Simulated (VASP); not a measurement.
Wanted: the native input for a VASP 6.6.1 run.

| Property | Result |
| --- | --- |
| Task | single point |
| Functional | r2SCAN |
| Potentials or basis | VASP PAW PBE potentials, release 64 (Pb_d, O) |
| Cutoff | 520 eV |
| k mesh | 6 × 6 × 4 |
| Occupations | fermi-dirac, width 0.02 eV |
| Spin | no spin polarisation |
| Dipole correction | no |
| Further INCAR settings | ALGO = Normal; EDIFF = 1e-06; NBANDS = 28 |

The system is PbO.

```
CELL_PARAMETERS angstrom
4.26033 0.00000 0.00000
-2.13016 3.68955 0.00000
0.00000 0.00000 5.27676
ATOMIC_POSITIONS crystal
Pb 0.33333 0.66667 0.25000
Pb 0.66667 0.33333 0.75000
O 0.66667 0.33333 0.25000
O 0.33333 0.66667 0.75000
```

These files were run (other wordings do the same):

POSCAR

```
PbO
1.0
    4.2603256528      0.0000000000      0.0000000000
   -2.1301628264      3.6895502438      0.0000000000
    0.0000000000      0.0000000000      5.2767563486
Pb O
2 2
Direct
    0.3333333333      0.6666666667      0.2500000000
    0.6666666667      0.3333333333      0.7500000000
    0.6666666667      0.3333333333      0.2500000000
    0.3333333333      0.6666666667      0.7500000000
```

INCAR.step1

```
SYSTEM = PbO
ALGO = Normal
EDIFF = 1E-4
ENCUT = 520
GGA = PE
ISMEAR = -1
LASPH = .True.
LCHARG = .False.
LREAL = .False.
LWAVE = .True.
NBANDS = 28
NELM = 80
PREC = Accurate
SIGMA = 0.02
```

INCAR.step2

```
SYSTEM = PbO
ALGO = Normal
EDIFF = 1E-6
ENCUT = 520
ISIF = 2
ISMEAR = -1
ISTART = 1
LASPH = .True.
LCHARG = .False.
LMIXTAU = .True.
LREAL = .False.
LWAVE = .False.
METAGGA = R2SCAN
NBANDS = 28
NELM = 80
PREC = Accurate
SIGMA = 0.02
```

KPOINTS

```
k-points
0
Gamma
  6 6 4
  0 0 0
```

Potentials or basis: VASP PAW PBE potentials, release 64 (Pb_d, O).

The run is started by

```sh
$ cat potpaw_PBE.64/Pb_d/POTCAR potpaw_PBE.64/O/POTCAR > POTCAR
$ cp INCAR.step1 INCAR
$ mpirun -np 1 vasp_std > vasp.out
$ cp INCAR.step2 INCAR
$ mpirun -np 1 vasp_std > vasp.out
```

Results of the run:

- Pressure: 0.2 GPa
- Band gap on the k mesh: 1.57 eV, direct

Caveat: the PAW data sets were made with another functional, which shifts forces and pressure a little; spin-orbit coupling is left out, which moves the levels of the heavy elements.

Run time: 110 s on 1 thread of Intel(R) Xeon(R) Platinum 8488C (Sapphire Rapids), on a shared host, peak memory 0.22 GiB.
